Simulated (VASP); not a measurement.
# BaTiO3 (P4mm) in VASP: single point with r2SCAN

Aim: the single point of BaTiO3 with r2SCAN.

Program: VASP 6.6.1. These are calculated values, not measurements. Logs are shortened: lines on timing, memory, paths and dates and some standing lists are left out, and cuts for length are marked.

## (1) The cell of the first run

It takes space group P4mm (No. 99, tetragonal). The conventional cell has a = 3.994 Å, b = 3.994 Å, c = 14.982 Å, α = 90.00°, β = 90.00°, γ = 90.00°. Within 3.7 Å of Ba (site symmetry 4mm) lie 8 O at 2.82 Å and 4 Ti at 3.46 Å. Ba (site symmetry 4mm) has 12 O at 2.82 Å and 8 Ti at 3.46 Å within 3.7 Å. Ba (site symmetry 4mm) has 12 O at 2.82 Å and 8 Ti at 3.46 Å within 3.7 Å. Ti (site symmetry 4mm) has 5 O at 2.00 Å within 2.6 Å. Within 2.6 Å of Ti (site symmetry 4mm) lie 6 O at 2.00 Å. Within 2.6 Å of Ti (site symmetry 4mm) lie 6 O at 2.00 Å. Within 2.6 Å of O (site symmetry 4mm) lie 2 Ti at 2.00 Å. Within 2.6 Å of O (site symmetry 4mm) lie 2 Ti at 2.00 Å.

## (2) Single point, r2SCAN (the distance across one plane changed)

Input file POSCAR:

```
BaTiO3
1.0
   -3.9939696152      0.0000000000      0.0000000000
    0.0000000000     -3.9939696152      0.0000000000
    0.0000000000      0.0000000000     14.9823115418
Ba Ti O
3 3 9
Direct
    0.0000000000      1.0000000000      0.7331035564
    0.0000000000      1.0000000000      0.1999276395
    0.0000000000      1.0000000000      0.4665155979
    0.5000000000      0.5000000000      0.0666336602
    0.5000000000      0.5000000000      0.3332216187
    0.5000000000      0.5000000000      0.5998095772
    0.5000000000      0.5000000000      0.1999276395
    0.5000000000      0.5000000000      0.4665155979
    0.5000000000      0.5000000000      0.7331035564
    0.5000000000      0.0000000000      0.0666336602
    0.5000000000      0.0000000000      0.3332216187
    0.5000000000      0.0000000000      0.5998095772
    1.0000000000      0.5000000000      0.0666336602
    1.0000000000      0.5000000000      0.3332216187
    1.0000000000      0.5000000000      0.5998095772
```

Input file INCAR.step1:

```
SYSTEM = BaTiO3
PREC = Accurate
ENCUT = 520
ISMEAR = 0
SIGMA = 0.05
LREAL = Auto
LASPH = .True.
NELM = 60
NBANDS = 73
GGA = PE
ALGO = Normal
EDIFF = 1E-4
LWAVE = .True.
LCHARG = .False.
```

Input file INCAR.step2:

```
SYSTEM = BaTiO3
PREC = Accurate
ENCUT = 520
EDIFF = 1E-7
ISMEAR = 0
SIGMA = 0.05
LREAL = Auto
LASPH = .True.
NELM = 60
ALGO = Normal
ISIF = 2
LWAVE = .False.
LCHARG = .False.
METAGGA = R2SCAN
LMIXTAU = .True.
NBANDS = 73
ISTART = 1
```

Input file KPOINTS:

```
regular mesh
0
Gamma
  7 7 3
  0 0 0
```

Potentials or basis: VASP PAW PBE potentials, release 64 (Ba_sv, Ti_sv, O).

The run is started by

```console
$ cat potpaw_PBE.64/Ba_sv/POTCAR potpaw_PBE.64/Ti_sv/POTCAR potpaw_PBE.64/O/POTCAR > POTCAR
$ cp INCAR.step1 INCAR
$ mpirun -np 1 vasp_std > vasp.out
$ cp INCAR.step2 INCAR
$ mpirun -np 1 vasp_std > vasp.out
```

OUTCAR:

```text
SYSTEM = BaTiO3
   PREC = Accurate
   ENCUT = 520
   EDIFF = 1E-7
   ISMEAR = 0
   LREAL = Auto
   LASPH = .True.
   NELM = 60
   ISIF = 2
   METAGGA = R2SCAN
   ISTART = 1

 ion  position               nearest neighbor table
   1  0.000  0.000  0.733-   9 2.82   9 2.82   9 2.82   9 2.82  15 2.82  15 2.82  12 2.82  12 2.82
                             6 3.46   6 3.46   6 3.46   6 3.46   3 3.99
   2  0.000  0.000  0.200-   7 2.82   7 2.82   7 2.82   7 2.82  14 2.82  14 2.82  11 2.82  11 2.82
                            13 2.82  10 2.82  13 2.82  10 2.82   5 3.46   5 3.46   5 3.46   5 3.46
   3  0.000  0.000  0.467-   8 2.82   8 2.82   8 2.82   8 2.82  14 2.82  14 2.82  11 2.82  11 2.82
                            12 2.82  15 2.82  12 2.82  15 2.82   5 3.46   5 3.46   5 3.46   5 3.46
   4  0.500  0.500  0.067-  10 2.00  13 2.00  10 2.00  13 2.00   7 2.00   2 3.46   2 3.46   2 3.46
                             2 3.46
   5  0.500  0.500  0.333-  11 2.00  14 2.00  11 2.00  14 2.00   8 2.00   7 2.00   3 3.46   3 3.46
                             3 3.46   3 3.46   2 3.46   2 3.46   2 3.46   2 3.46
   6  0.500  0.500  0.600-  12 2.00  15 2.00  12 2.00  15 2.00   9 2.00   8 2.00   1 3.46   1 3.46
                             1 3.46   1 3.46   3 3.46   3 3.46   3 3.46   3 3.46
   7  0.500  0.500  0.200-   5 2.00   4 2.00   2 2.82   2 2.82   2 2.82   2 2.82
   8  0.500  0.500  0.467-   5 2.00   6 2.00   3 2.82   3 2.82   3 2.82   3 2.82
   9  0.500  0.500  0.733-   6 2.00   1 2.82   1 2.82   1 2.82   1 2.82
  10  0.500  0.000  0.067-   4 2.00   4 2.00   2 2.82   2 2.82
  11  0.500  0.000  0.333-   5 2.00   5 2.00   3 2.82   3 2.82   2 2.82   2 2.82
  12  0.500  0.000  0.600-   6 2.00   6 2.00   1 2.82   1 2.82   3 2.82   3 2.82
  13  0.000  0.500  0.067-   4 2.00   4 2.00   2 2.82   2 2.82
  14  0.000  0.500  0.333-   5 2.00   5 2.00   3 2.82   3 2.82   2 2.82   2 2.82
  15  0.000  0.500  0.600-   6 2.00   6 2.00   1 2.82   1 2.82   3 2.82   3 2.82

  LATTYP: Found a simple tetragonal cell.
 ALAT       =     3.9939696152
 C/A-ratio  =     3.7512332304

  Lattice vectors:

 A1 = (  -3.9939696152,   0.0000000000,   0.0000000000)
 A2 = (   0.0000000000,  -3.9939696152,   0.0000000000)
 A3 = (   0.0000000000,   0.0000000000,  14.9823115418)

Analysis of symmetry for initial positions (statically):
=====================================================================
 Subroutine PRICEL returns:
 Original cell was already a primitive cell.

 Routine SETGRP: Setting up the symmetry group for a
 simple tetragonal supercell.

 Subroutine GETGRP returns: Found  8 space group operations
 (whereof  8 operations were pure point group operations)
 out of a pool of 16 trial point group operations.

The static configuration has the point symmetry C_4v.

Analysis of symmetry for dynamics (positions and initial velocities):
=====================================================================
 Subroutine PRICEL returns:
 Original cell was already a primitive cell.

 Routine SETGRP: Setting up the symmetry group for a
 simple tetragonal supercell.

 Subroutine GETGRP returns: Found  8 space group operations
 (whereof  8 operations were pure point group operations)
 out of a pool of 16 trial point group operations.

The dynamic configuration has the point symmetry C_4v.

 Subroutine INISYM returns: Found  8 space group operations
 (whereof  8 operations are pure point group operations),
 and found     1 'primitive' translations

----------------------------------------------------------------------------------------

                                     Primitive cell

  volume of cell :     238.9947

  direct lattice vectors                    reciprocal lattice vectors
    -3.993969615  0.000000000  0.000000000    -0.250377468  0.000000000  0.000000000
     0.000000000 -3.993969615  0.000000000     0.000000000 -0.250377468  0.000000000
     0.000000000  0.000000000 14.982311542     0.000000000  0.000000000  0.066745375

  length of vectors
     3.993969615  3.993969615 14.982311542     0.250377468  0.250377468  0.066745375

  position of ions in fractional coordinates (direct lattice)
     0.000000000  0.000000000  0.733103556
     0.000000000  0.000000000  0.199927639
     0.000000000  0.000000000  0.466515598
     0.500000000  0.500000000  0.066633660
     0.500000000  0.500000000  0.333221619
     0.500000000  0.500000000  0.599809577
     0.500000000  0.500000000  0.199927639
     0.500000000  0.500000000  0.466515598
     0.500000000  0.500000000  0.733103556
     0.500000000  0.000000000  0.066633660
     0.500000000  0.000000000  0.333221619
     0.500000000  0.000000000  0.599809577
     0.000000000  0.500000000  0.066633660
     0.000000000  0.500000000  0.333221619
     0.000000000  0.500000000  0.599809577

  ion indices of the primitive-cell ions
   primitive index   ion index
                 1           1
                 2           2
                 3           3
                 4           4
                 5           5
                 6           6
                 7           7
                 8           8
                 9           9
                10          10
                11          11
                12          12
                13          13
                14          14
                15          15

----------------------------------------------------------------------------------------

 KPOINTS: regular mesh

Automatic generation of k-mesh.
 Grid dimensions read from file:
 generate k-points for:    7    7    3

 Generating k-lattice:

  Cartesian coordinates                     Fractional coordinates (reciprocal lattice)
    -0.035768210  0.000000000  0.000000000     0.142857143  0.000000000  0.000000000
     0.000000000 -0.035768210  0.000000000     0.000000000  0.142857143  0.000000000
     0.000000000  0.000000000  0.022248458     0.000000000  0.000000000  0.333333333

  Length of vectors
     0.035768210  0.035768210  0.022248458

  Shift w.r.t. Gamma in fractional coordinates (k-lattice)
     0.000000000  0.000000000  0.000000000

 Subroutine IBZKPT returns following result:
 ===========================================

 Found     20 irreducible k-points:

 Following reciprocal coordinates:
            Coordinates               Weight
  0.000000  0.000000  0.000000      1.000000
  0.142857  0.000000  0.000000      4.000000
  0.285714  0.000000  0.000000      4.000000
  0.428571  0.000000  0.000000      4.000000
  0.142857  0.142857  0.000000      4.000000
  0.285714  0.142857  0.000000      8.000000
[... 12 lines left out ...]
  0.428571  0.285714  0.333333     16.000000
  0.428571  0.428571  0.333333      8.000000
   k-points           NKPTS =     20   k-points in BZ     NKDIM =     20   number of bands    NBANDS=     73
   number of dos      NEDOS =    301   number of ions     NIONS =     15
   total plane-waves  NPLWV = 100800
   dimension x,y,z NGX =    30 NGY =   30 NGZ =  112
   dimension x,y,z NGXF=    60 NGYF=   60 NGZF=  224
   ions per type =               3   3   9
   NGX,Y,Z   is equivalent  to a cutoff of  12.49, 12.49, 12.43 a.u.
   NGXF,Y,Z  is equivalent  to a cutoff of  24.97, 24.97, 24.86 a.u.
 SYSTEM =  BaTiO3
   PREC   = accura    normal or accurate (medium, high low for compatibility)
   ISTART =      1    job   : 0-new  1-cont  2-samecut
   ICHARG =      0    charge: 1-file 2-atom 10-const
   ISPIN  =      1    spin polarized calculation?
   LNONCOLLINEAR =      F non collinear calculations
   LSORBIT =      F    spin-orbit coupling
   LASPH  =      T    aspherical Exc in radial PAW
   ENCUT  =  520.0 eV  38.22 Ry    6.18 a.u.   7.43  7.43 27.86*2*pi/ulx,y,z
   NELM   =     60;   NELMIN=  2; NELMDL=  0     # of ELM steps
   EDIFF  = 0.1E-06   stopping-criterion for ELM
   LREAL  =      T    real-space projection
   EDIFFG = 0.1E-05   stopping-criterion for IOM
   NSW    =      0    number of steps for IOM
   IBRION =     -1    ionic relax: 0-MD 1-quasi-New 2-CG
   NFREE  =      0    steps in history (QN), initial steepest desc. (CG)
   ISIF   =      2    stress and relaxation
   ISYM   =      2    0-nonsym 1-usesym 2-fastsym
   POTIM  = 0.5000    time-step for ionic-motion
   TEBEG  =    0.0;   TEEND  =   0.0 temperature during run
   PSTRESS=    0.0 pullay stress
   NELECT =     120.0000    total number of electrons
   NUPDOWN=      -1.0000    fix difference up-down
   EMIN   =  10.00;   EMAX   =-10.00  energy-range for DOS
   EFERMI =   0.00;   METHOD = LEGACY
   ISMEAR =     0;   SIGMA  =   0.05  broadening in eV -4-tet -1-fermi 0-gaus
   EFERMI_NEDOS =   21; number of points for ismear=-14 and -15
   IALGO  =     38    algorithm
   IMIX   =      4    mixing-type and parameters
     AMIX     =   0.40;   BMIX     =  1.00
     AMIX_MAG =   1.60;   BMIX_MAG =  1.00
  volume/ion in A,a.u.               =      15.93       107.52
  Fermi-wavevector in a.u.,A,eV,Ry     =   1.301185  2.458884 23.035794  1.693083
  Thomas-Fermi vector in A             =   2.432335
   LORBIT       =      0    0 simple, 1 ext, 2 COOP (PROOUT), +10 PAW based schemes
   METAGGA = R2SCAN    functional components
   LHFCALC =     F    Hartree Fock is set to
   AEXX    =    0.0000 exact exchange contribution
   IVDW    =     0    specifies the selected vdW correction
   LEPSILON=     F    determine dielectric tensor
   LRPA    =     F    only Hartree local field effects (RPA)
 non-spin polarized calculation
 Gauss-broadening in eV      SIGMA  =   0.05
  energy-cutoff  :      520.00
  volume of cell :      238.99
 maximum number of plane-waves:      6503
 NGX is ok and might be reduce to    30
   NGX = 15   NGY = 15   NGZ = 55

 number of electron     119.9999946 magnetization

 Free energy of the ion-electron system (eV)
  ---------------------------------------------------
  ext. energy  EPLUGINS =         0.00000000
  ---------------------------------------------------
  free energy    TOTEN  =      -220.34379269 eV

  energy without entropy =     -220.34379269  energy(sigma->0) =     -220.34379269

 E-fermi :   2.5615     XC(G=0): -10.2486

 val. band max:        2.2134506194   @ k =   0.4286   0.4286   0.0000
 cond. band min:       3.9633067297   @ k =   0.0000   0.0000   0.0000
 fundamental gap:      1.7498561103
 Fermi energy:         2.5615257642

 k-point     1 :       0.0000    0.0000    0.0000
  band No.  band energies     occupation
      1     -57.4334      2.00000
      2     -57.0518      2.00000
      3     -56.5450      2.00000
      4     -32.7607      2.00000
      5     -32.4774      2.00000
      6     -32.4774      2.00000
[... 64 lines left out ...]
     71       5.8587      0.00000
     72       6.0284      0.00000

 k-point     2 :       0.1429    0.0000    0.0000
  band No.  band energies     occupation
      1     -57.4332      2.00000
      2     -57.0515      2.00000
      3     -56.5448      2.00000
      4     -32.7603      2.00000
      5     -32.4875      2.00000
      6     -32.4771      2.00000
[... 1342 lines left out ...]
 k-point    20 :       0.4286    0.4286    0.3333
  band No.  band energies     occupation
      1     -57.4314      2.00000
      2     -57.0496      2.00000
      3     -56.5427      2.00000
      4     -32.7568      2.00000
      5     -32.5262      2.00000
      6     -32.5261      2.00000
[... 64 lines left out ...]
     71       7.7436      0.00000
     72       8.0479      0.00000
 [bands above 72 left out]

------------------------ aborting loop because EDIFF is reached ----------------------------------------

  FORCE on cell =-STRESS in cart. coord.  units (eV):
  Direction    XX          YY          ZZ          XY          YZ          ZX
  --------------------------------------------------------------------------------------
  -------------------------------------------------------------------------------------
  Total       -4.2906143     -4.2906143     -3.0205341      0.0000000     -0.0000000      0.0000000
  in kB      -28.7634992    -28.7634992    -20.2491126      0.0000000     -0.0000000      0.0000000
  external PRESSURE =     -25.9253703 kB  Pullay stress =       0.0000000 kB

 VOLUME and BASIS-vectors are now :
 -----------------------------------------------------------------------------
  energy-cutoff  :      520.00
  volume of cell :      238.99
      direct lattice vectors                 reciprocal lattice vectors
    -3.993969615  0.000000000  0.000000000    -0.250377468  0.000000000  0.000000000
     0.000000000 -3.993969615  0.000000000     0.000000000 -0.250377468  0.000000000
     0.000000000  0.000000000 14.982311542     0.000000000  0.000000000  0.066745375

 POSITION                                       TOTAL-FORCE (eV/Angst)
 -----------------------------------------------------------------------------------
      0.00000      0.00000     10.98359         0.000000     -0.000000      0.032280
      0.00000      0.00000      2.99538         0.000000     -0.000000     -0.512165
      0.00000      0.00000      6.98948         0.000000     -0.000000      0.128044
     -1.99698     -1.99698      0.99833         0.000000      0.000000      2.808389
     -1.99698     -1.99698      4.99243         0.000000     -0.000000      0.901827
     -1.99698     -1.99698      8.98653         0.000000      0.000000      1.778963
     -1.99698     -1.99698      2.99538         0.000000     -0.000000     -1.366159
     -1.99698     -1.99698      6.98948         0.000000      0.000000     -0.863815
     -1.99698     -1.99698     10.98359         0.000000     -0.000000     -0.960000
     -1.99698      0.00000      0.99833         0.000000     -0.000000     -0.786386
     -1.99698      0.00000      4.99243         0.000000     -0.000000     -0.154773
     -1.99698      0.00000      8.98653         0.000000     -0.000000     -0.032523
      0.00000     -1.99698      0.99833         0.000000     -0.000000     -0.786386
      0.00000     -1.99698      4.99243         0.000000     -0.000000     -0.154773
      0.00000     -1.99698      8.98653        -0.000000     -0.000000     -0.032523
 -----------------------------------------------------------------------------------
    total drift:                               -0.000000     -0.000000     -0.006057

  FREE ENERGIE OF THE ION-ELECTRON SYSTEM (eV)
  ---------------------------------------------------
  free  energy   TOTEN  =      -220.3437926880 eV

  energy  without entropy=     -220.3437926880  energy(sigma->0) =     -220.34379269
```

Wall time 18 min (1 thread of Intel Xeon 6975P-C (Granite Rapids), shared host); peak memory 0.47 GiB.

Results:

| Item | Value |
| --- | --- |
| Free energy | -220.3438 eV |
| Pressure | -2.6 GPa |
| Largest force | 2.808 eV/Å |
| Band gap on the k mesh | 1.75 eV (least direct gap 2.02 eV) |

Forces in eV/Å, atoms in the order of the input:
```
Ba   0.000  0.000  0.032
Ba   0.000  0.000 -0.512
Ba   0.000  0.000  0.128
Ti   0.000  0.000  2.808
Ti   0.000  0.000  0.902
Ti   0.000  0.000  1.779
O    0.000  0.000 -1.366
O    0.000  0.000 -0.864
O    0.000  0.000 -0.960
O    0.000  0.000 -0.786
O    0.000  0.000 -0.155
O    0.000  0.000 -0.033
O    0.000  0.000 -0.786
O    0.000  0.000 -0.155
O    0.000  0.000 -0.033
```

Caveat: the cell differs from its parent crystal (the distance across one plane changed); the PAW data sets were made with another functional, which shifts forces and pressure a little; spin-orbit coupling is left out, which moves the levels of the heavy elements. A k mesh can miss the band edges.
